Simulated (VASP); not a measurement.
# Os: relaxation of cell and atoms with r2SCAN

Crystal: Os.

```
CELL_PARAMETERS angstrom
2.60829 0.00000 0.00000
-1.30414 2.25884 0.00000
0.00000 0.00000 2.43712
ATOMIC_POSITIONS crystal
Os 0.00000 0.00000 0.00000
```

This isn't the form of Os at room conditions, which is hcp.

```
Program                : VASP 6.6.1
Task                   : relaxation of cell and atoms
Functional             : r2SCAN
Potentials or basis    : VASP PAW PBE potentials, release 64 (Os)
Cutoff                 : 600 eV
k mesh                 : 9 × 9 × 8
Occupations            : gaussian, width 0.1 eV
Spin                   : no spin polarisation
Dipole correction      : no
Further INCAR settings : ALGO = Normal; EDIFF = 1e-07; IBRION = 2; EDIFFG = -0.04; NSW = 90; ISIF = 3
```

* Relaxed volume: 15.49 Å³/atom
* Relaxed cell: a = 2.695 Å, b = 2.695 Å, c = 2.462 Å, α = 90.00°, β = 90.00°, γ = 120.00°
* Space group after relaxing (to 0.1 Å): P6/mmm (No. 191)
* Pressure after relaxing: 0.2 GPa
* Band gap on the k mesh: zero (bands 4 and 5 overlap by 4.66 eV)

Stress tensor (GPa, compression positive):
```
0.13 0.00 0.00
0.00 0.13 0.00
0.00 0.00 0.30
```

Final structure:
```yaml
crystal:
  lattice:
    - [2.69511, 0.00000, 0.00000]
    - [-1.34755, 2.33403, 0.00000]
    - [0.00000, 0.00000, 2.46220]
  atoms:
    - { symbol: Os, position: [0.00000, 0.00000, 0.00000] }
```

Levels at points of the mesh, in eV from the Fermi level:
| k point | band 2 | band 3 | band 4 | band 5 | band 6 | band 7 |
| --- | --- | --- | --- | --- | --- | --- |
| (0.00, 0.00, 0.00) | -6.65 | -2.69 | -2.69 | 2.85 | 2.85 | 15.01 |
| (0.00, 0.00, 0.50) | -1.76 | -1.76 | -1.10 | -1.10 | -1.00 | 9.06 |

Run time: 3.1 min on 1 thread of AMD EPYC 7R13 Processor (Zen 3) (shared host), peak memory 0.12 GiB.

Caveat: the PAW data sets were made with another functional, which shifts forces and pressure a little; spin-orbit coupling is left out, which moves the levels of the heavy elements.
